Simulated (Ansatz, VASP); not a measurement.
## One calculation of Re, two programs

Contents of INCAR:

```
ALGO = Fast
EDIFF = 1E-7
ENCUT = 520
GGA = PE
ISIF = 2
ISMEAR = 0
LASPH = True
LCHARG = True
LELF = True
LREAL = False
LVHAR = True
LWAVE = False
NBANDS = 10
NELM = 80
PREC = Accurate
SIGMA = 0.15
```

KPOINTS

```
k-points
0
Gamma
  10 10 10
```

The input POSCAR:

```
Re
1.0
    0.0000000000      1.8495403385      2.1584135750
    1.8495403385      0.0000000000      2.1584135750
    1.8495403385      1.8495403385      0.0000000000
Re
1
Direct
    0.0000000000      0.0000000000      0.0000000000
```

Input for Ansatz:

```yaml
crystal:
  lattice:
    - [0.0, 1.8495403385, 2.158413575]
    - [1.8495403385, 0.0, 2.158413575]
    - [1.8495403385, 1.8495403385, 0.0]
  atoms:
    - { symbol: Re, position: [0.0, 0.0, 0.0] }
basis:
  ecutwfc: 420
kpoints:
  mp_grid: { grid: [10, 10, 10] }
hamiltonian:
  xc: pbe
scf:
  occupations: { method: gaussian, width: 0.15 }
output:
  forces: true
  stress: true
  eigenvalues: true
```

Alike in both runs: task single point; functional PBE; k mesh 10 × 10 × 10; occupations gaussian, width 0.15 eV; no spin polarisation.

|  | VASP | Ansatz |
| --- | --- | --- |
| version | VASP 6.6.1 | Ansatz 0.2.0 |
| potentials or method | VASP PAW PBE potentials, release 64 (Re), cutoff 520 eV | scalar-relativistic, plane waves, PAW |
| valence electrons in the cell | 7 | 15 |

VASP gave:

| Quantity | Value |
| --- | --- |
| gap on the k mesh at the Fermi level (eV) | none |
| pressure (GPa) | 9.3 |
| traceless stress, the component that is largest in VASP (GPa) | -29.27 |

Task: Which values does Ansatz return?

Result: gap on the k mesh at the Fermi level (eV): none; pressure (GPa): 9.8; traceless stress, the component that is largest in VASP (GPa): -29.84.

A gap of «none» marks a metal or a gap that the smearing closes. VASP's potentials hold 7 valence electrons a cell and Ansatz's 15, so a difference there can come from the potentials and not from the codes.

Spin-orbit coupling is off throughout.
